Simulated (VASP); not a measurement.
Wanted: the native input for a VASP 6.6.1 run.

| Property | Result |
| --- | --- |
| Task | single point |
| Functional | PBEsol |
| Potentials or basis | VASP PAW PBE potentials, release 64 (Na_pv) |
| Cutoff | 520 eV |
| k mesh | 18 × 18 × 10 |
| Occupations | gaussian, width 0.15 eV |
| Spin | no spin polarisation |
| Dipole correction | no |
| Further INCAR settings | ALGO = Fast; EDIFF = 1e-07; NBANDS = 14 |

The structure of Na lies in POSCAR:

```
Na
1.0
    3.3879506904      0.0000000000      0.0000000000
    0.0000000000      3.3879506904      0.0000000000
    0.0000000000      0.0000000000      6.7759013807
Na
2
Direct
   -0.0403633179     -0.0430774481      0.0000000000
    0.0403633179      0.0430774481      0.5000000000
```

This cell differs from its parent crystal: atoms displaced along a vibrational mode.

One way to write it, as run:

INCAR

```
SYSTEM = Na
PREC = Accurate
ENCUT = 520
EDIFF = 1E-7
ISMEAR = 0
SIGMA = 0.15
LREAL = .False.
LASPH = .True.
NELM = 60
ALGO = Fast
ISIF = 2
LWAVE = .False.
LCHARG = .False.
GGA = PS
NBANDS = 14
```

KPOINTS

```
Automatic mesh
0
Gamma
  18 18 10
  0 0 0
```

Potentials or basis: VASP PAW PBE potentials, release 64 (Na_pv).

Command:

```console
$ cat potpaw_PBE.64/Na_pv/POTCAR > POTCAR
$ mpirun -np 1 vasp_std > vasp.out
```

Results of the run:

```yaml
Pressure: 0.0 GPa
Largest_force: 0.049 eV/Å
Band_gap_on_the_k_mesh: zero (bands 7 and 8 overlap by 6.07 eV)
```

Caveat: the cell differs from its parent crystal (atoms displaced along a vibrational mode); the PAW data sets were made with another functional, which shifts forces and pressure a little.

It took 6.2 min on 1 thread of Intel(R) Xeon(R) 6975P-C (Granite Rapids) (shared host), peak memory 0.8 GiB.
